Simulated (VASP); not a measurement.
# K in VASP: single point with PBE

Aim: the single point of K with PBE.

All numbers are computed with VASP 6.6.1; they aren't measurements. Logs are shortened: lines on timing, memory, paths and dates and some standing lists are left out, and cuts for length are marked.

### 1 The cell of the first run

The cell holds a sheet with vacuum, 2 atoms: a = 4.429 Å, b = 4.429 Å, c = 31.133 Å, α = 90.00°, β = 90.00°, γ = 90.00°.

The cell was generated, and may not be a known phase.

### 2 Single point, PBE

File INCAR:

```
  ALGO = Fast
  DIPOL = 0.5 0.5 0.257
  EDIFF = 1E-6
  ENCUT = 520
  GGA = PE
  IDIPOL = 3
  ISIF = 2
  ISMEAR = 0
  LASPH = True
  LCHARG = False
  LDIPOL = True
  LREAL = False
  LWAVE = False
  NBANDS = 16
  NELM = 100
  PREC = Accurate
  SIGMA = 0.1
```

File KPOINTS:

```
k-points
0
Gamma
  14 14 1
```

File POSCAR:

```
K
1.0
    4.4288658613      0.0000000000      0.0000000000
    0.0000000000      4.4288658613      0.0000000000
    0.0000000000      0.0000000000     31.1334741051
K
2
Direct
    0.5000000000      1.0000000000      0.2000762247
    1.0000000000      0.5000000000      0.3138400811
```

Potentials or basis: VASP PAW PBE potentials, release 64 (K_sv).

The run is started by

```bash
cat potpaw_PBE.64/K_sv/POTCAR > POTCAR
mpirun -np 1 vasp_std > vasp.out
```

OUTCAR:

```text
EDIFF = 1E-6
   ENCUT = 520
   GGA = PE
   ISIF = 2
   ISMEAR = 0
   LASPH = True
   LREAL = False
   NELM = 100
   PREC = Accurate

 ion  position               nearest neighbor table
   1  0.500  0.000  0.200-
   2  0.000  0.500  0.314-

  LATTYP: Found a simple tetragonal cell.
 ALAT       =     4.4288658613
 C/A-ratio  =     7.0296719477

  Lattice vectors:

 A1 = (   4.4288658613,   0.0000000000,   0.0000000000)
 A2 = (   0.0000000000,   4.4288658613,   0.0000000000)
 A3 = (   0.0000000000,   0.0000000000,  31.1334741051)

Analysis of symmetry for initial positions (statically):
=====================================================================
 Subroutine PRICEL returns:
 Original cell was already a primitive cell.

 Routine SETGRP: Setting up the symmetry group for a
 simple tetragonal supercell.

 Subroutine GETGRP returns: Found 16 space group operations
 (whereof  4 operations were pure point group operations)
 out of a pool of 16 trial point group operations.

The static configuration has the point symmetry C_2v.
 The point group associated with its full space group is D_4h.

Analysis of symmetry for dynamics (positions and initial velocities):
=====================================================================
 Subroutine PRICEL returns:
 Original cell was already a primitive cell.

 Routine SETGRP: Setting up the symmetry group for a
 simple tetragonal supercell.

 Subroutine GETGRP returns: Found 16 space group operations
 (whereof  4 operations were pure point group operations)
 out of a pool of 16 trial point group operations.

The dynamic configuration has the point symmetry C_2v.
 The point group associated with its full space group is D_4h.

 Subroutine INISYM returns: Found 16 space group operations
 (whereof  4 operations are pure point group operations),
 and found     1 'primitive' translations

----------------------------------------------------------------------------------------

                                     Primitive cell

  volume of cell :     610.6785

  direct lattice vectors                    reciprocal lattice vectors
     4.428865861  0.000000000  0.000000000     0.225791440  0.000000000  0.000000000
     0.000000000  4.428865861  0.000000000     0.000000000  0.225791440  0.000000000
     0.000000000  0.000000000 31.133474105     0.000000000  0.000000000  0.032119769

  length of vectors
     4.428865861  4.428865861 31.133474105     0.225791440  0.225791440  0.032119769

  position of ions in fractional coordinates (direct lattice)
     0.500000000  0.000000000  0.200076225
     0.000000000  0.500000000  0.313840081

  ion indices of the primitive-cell ions
   primitive index   ion index
                 1           1
                 2           2

----------------------------------------------------------------------------------------

 KPOINTS: k-points

Automatic generation of k-mesh.
 Grid dimensions read from file:
 generate k-points for:   14   14    1

 Generating k-lattice:

  Cartesian coordinates                     Fractional coordinates (reciprocal lattice)
     0.016127960  0.000000000  0.000000000     0.071428571  0.000000000  0.000000000
     0.000000000  0.016127960  0.000000000     0.000000000  0.071428571  0.000000000
     0.000000000  0.000000000  0.032119769     0.000000000  0.000000000  1.000000000

  Length of vectors
     0.016127960  0.016127960  0.032119769

  Shift w.r.t. Gamma in fractional coordinates (k-lattice)
     0.000000000  0.000000000  0.000000000

 Subroutine IBZKPT returns following result:
 ===========================================

 Found     36 irreducible k-points:

 Following reciprocal coordinates:
            Coordinates               Weight
  0.000000  0.000000  0.000000      1.000000
  0.071429  0.000000  0.000000      4.000000
  0.142857  0.000000  0.000000      4.000000
  0.214286  0.000000  0.000000      4.000000
  0.285714  0.000000  0.000000      4.000000
  0.357143  0.000000  0.000000      4.000000
[... 16 lines left out ...]
  0.285714  0.214286  0.000000      8.000000
  0.357143  0.214286  0.000000      8.000000
 [... further k-points ...]
   k-points           NKPTS =     36   k-points in BZ     NKDIM =     36   number of bands    NBANDS=     16
   number of dos      NEDOS =    301   number of ions     NIONS =      2
   total plane-waves  NPLWV = 311040
   dimension x,y,z NGX =    36 NGY =   36 NGZ =  240
   dimension x,y,z NGXF=    72 NGYF=   72 NGZF=  480
   ions per type =               2
   NGX,Y,Z   is equivalent  to a cutoff of  13.51, 13.51, 12.82 a.u.
   NGXF,Y,Z  is equivalent  to a cutoff of  27.03, 27.03, 25.63 a.u.
 SYSTEM =  unknown system
   PREC   = accura    normal or accurate (medium, high low for compatibility)
   ISTART =      0    job   : 0-new  1-cont  2-samecut
   ICHARG =      2    charge: 1-file 2-atom 10-const
   ISPIN  =      1    spin polarized calculation?
   LNONCOLLINEAR =      F non collinear calculations
   LSORBIT =      F    spin-orbit coupling
   LASPH  =      T    aspherical Exc in radial PAW
   ENCUT  =  520.0 eV  38.22 Ry    6.18 a.u.   8.23  8.23 57.89*2*pi/ulx,y,z
   NELM   =    100;   NELMIN=  2; NELMDL= -5     # of ELM steps
   EDIFF  = 0.1E-05   stopping-criterion for ELM
   LREAL  =      F    real-space projection
   EDIFFG = 0.1E-04   stopping-criterion for IOM
   NSW    =      0    number of steps for IOM
   IBRION =     -1    ionic relax: 0-MD 1-quasi-New 2-CG
   NFREE  =      0    steps in history (QN), initial steepest desc. (CG)
   ISIF   =      2    stress and relaxation
   ISYM   =      2    0-nonsym 1-usesym 2-fastsym
   POTIM  = 0.5000    time-step for ionic-motion
   TEBEG  =    0.0;   TEEND  =   0.0 temperature during run
   PSTRESS=    0.0 pullay stress
   NELECT =      18.0000    total number of electrons
   NUPDOWN=      -1.0000    fix difference up-down
   EMIN   =  10.00;   EMAX   =-10.00  energy-range for DOS
   EFERMI =   0.00;   METHOD = LEGACY
   ISMEAR =     0;   SIGMA  =   0.10  broadening in eV -4-tet -1-fermi 0-gaus
   EFERMI_NEDOS =   21; number of points for ismear=-14 and -15
   IALGO  =     68    algorithm
   IMIX   =      4    mixing-type and parameters
     AMIX     =   0.40;   BMIX     =  1.00
     AMIX_MAG =   1.60;   BMIX_MAG =  1.00
  volume/ion in A,a.u.               =     305.34      2060.53
  Fermi-wavevector in a.u.,A,eV,Ry     =   0.505702  0.955638  3.479481  0.255735
  Thomas-Fermi vector in A             =   1.516356
   LORBIT       =      0    0 simple, 1 ext, 2 COOP (PROOUT), +10 PAW based schemes
   GGA     = PE    functional components
   LHFCALC =     F    Hartree Fock is set to
   AEXX    =    0.0000 exact exchange contribution
   IVDW    =     0    specifies the selected vdW correction
   LEPSILON=     F    determine dielectric tensor
   LRPA    =     F    only Hartree local field effects (RPA)
 non-spin polarized calculation
 RMM-DIIS sequential band-by-band and
 Gauss-broadening in eV      SIGMA  =   0.10
  energy-cutoff  :      520.00
  volume of cell :      610.68
 maximum number of plane-waves:     16497
 NGX is ok and might be reduce to    36
   NGX = 17   NGY = 17   NGZ =115

 dipolmoment           0.000000      0.000000     -0.000015 electrons x Angstroem

 number of electron      18.0000000 magnetization

 dipolmoment           0.000000      0.000000      0.000004 electrons x Angstroem

 Free energy of the ion-electron system (eV)
  ---------------------------------------------------
  ext. energy  EPLUGINS =         0.00000000
  ---------------------------------------------------
  free energy    TOTEN  =        -1.81127322 eV

  energy without entropy =       -1.80339589  energy(sigma->0) =       -1.80733456

 E-fermi :  -1.8214     XC(G=0):  -1.8029

 val. band max:       -1.8312230775   @ k =   0.2857   0.0714   0.0000
 cond. band min:      -1.7893621998   @ k =   0.2143   0.2143   0.0000
 fundamental gap:      0.0418608777
 Fermi energy:        -1.8213819856

 k-point     1 :       0.0000    0.0000    0.0000
  band No.  band energies     occupation
      1     -34.1446      2.00000
      2     -34.1423      2.00000
      3     -17.6502      2.00000
      4     -17.6168      2.00000
      5     -17.5946      2.00000
      6     -17.5946      2.00000
[... 8 lines left out ...]
     15       0.8479      0.00000
     16       0.9381      0.00000

 k-point     2 :       0.0714    0.0000    0.0000
  band No.  band energies     occupation
      1     -34.1444      2.00000
      2     -34.1422      2.00000
      3     -17.6496      2.00000
      4     -17.6173      2.00000
      5     -17.5973      2.00000
      6     -17.5942      2.00000
[... 8 lines left out ...]
     15       0.8829      0.00000
     16       0.9028      0.00000

 k-point     3 :       0.1429    0.0000    0.0000
  band No.  band energies     occupation
      1     -34.1439      2.00000
      2     -34.1419      2.00000
      3     -17.6479      2.00000
      4     -17.6194      2.00000
      5     -17.6040      2.00000
      6     -17.5974      2.00000
[... 8 lines left out ...]
     15       0.9083      0.00000
     16       1.0166      0.00000

 k-point     4 :       0.2143    0.0000    0.0000
  band No.  band energies     occupation
      1     -34.1432      2.00000
      2     -34.1415      2.00000
      3     -17.6458      2.00000
      4     -17.6259      2.00000
      5     -17.6105      2.00000
      6     -17.6096      2.00000
[... 8 lines left out ...]
     15       1.0886      0.00000
     16       1.3020      0.00000
[... 324 lines left out ...]
 k-point    22 :       0.2143    0.2143    0.0000
  band No.  band energies     occupation
      1     -34.1419      2.00000
      2     -34.1406      2.00000
      3     -17.6413      2.00000
      4     -17.6244      2.00000
      5     -17.6177      2.00000
      6     -17.6107      2.00000
[... 8 lines left out ...]
     15       1.2385      0.00000
     16       1.4069      0.00000

 k-point    23 :       0.2857    0.2143    0.0000
  band No.  band energies     occupation
      1     -34.1412      2.00000
      2     -34.1401      2.00000
      3     -17.6404      2.00000
      4     -17.6327      2.00000
      5     -17.6205      2.00000
      6     -17.6198      2.00000
[... 8 lines left out ...]
     15       1.3703      0.00000
     16       1.4007      0.00000

 k-point    24 :       0.3571    0.2143    0.0000
  band No.  band energies     occupation
      1     -34.1404      2.00000
      2     -34.1397      2.00000
      3     -17.6447      2.00000
      4     -17.6439      2.00000
      5     -17.6251      2.00000
      6     -17.6192      2.00000
[... 8 lines left out ...]
     15       1.2889      0.00000
     16       1.6683      0.00000

 [... further k-points ...]

------------------------ aborting loop because EDIFF is reached ----------------------------------------

 vacuum level on the upper side and lower side of the slab       (xc-potential included)        -0.006        -0.006

  FORCE on cell =-STRESS in cart. coord.  units (eV):
  Direction    XX          YY          ZZ          XY          YZ          ZX
  --------------------------------------------------------------------------------------
  -------------------------------------------------------------------------------------
  Total       -0.0007285     -0.0007285     -0.0033764     -0.0000000      0.0000000      0.0000000
  in kB       -0.0019113     -0.0019113     -0.0088583     -0.0000000      0.0000000      0.0000000
  external PRESSURE =      -0.0042270 kB  Pullay stress =       0.0000000 kB

 VOLUME and BASIS-vectors are now :
 -----------------------------------------------------------------------------
  energy-cutoff  :      520.00
  volume of cell :      610.68
      direct lattice vectors                 reciprocal lattice vectors
     4.428865861  0.000000000  0.000000000     0.225791440  0.000000000  0.000000000
     0.000000000  4.428865861  0.000000000     0.000000000  0.225791440  0.000000000
     0.000000000  0.000000000 31.133474105     0.000000000  0.000000000  0.032119769

 POSITION                                       TOTAL-FORCE (eV/Angst)
 -----------------------------------------------------------------------------------
      2.21443      0.00000      6.22907        -0.000000      0.000000     -0.000928
      0.00000      2.21443      9.77093         0.000000     -0.000000      0.000928
 -----------------------------------------------------------------------------------
    total drift:                                0.000000      0.000000      0.000016

  FREE ENERGIE OF THE ION-ELECTRON SYSTEM (eV)
  ---------------------------------------------------
  free  energy   TOTEN  =        -1.8112732248 eV

  energy  without entropy=       -1.8033958927  energy(sigma->0) =       -1.80733456

 vacuum level on the upper side and lower side of the slab         0.606         0.606
```

It took 17 min on 1 thread of Oxide Virtual Turin-like, shared host; peak memory 0.76 GiB.

Results:

| Item | Value |
| --- | --- |
| Free energy | -1.8113 eV |
| Band gap on the k mesh | zero (bands 9 and 10 overlap by 2.04 eV) |

The gap in the log of VASP goes by the Fermi energy; the results here count the filled bands.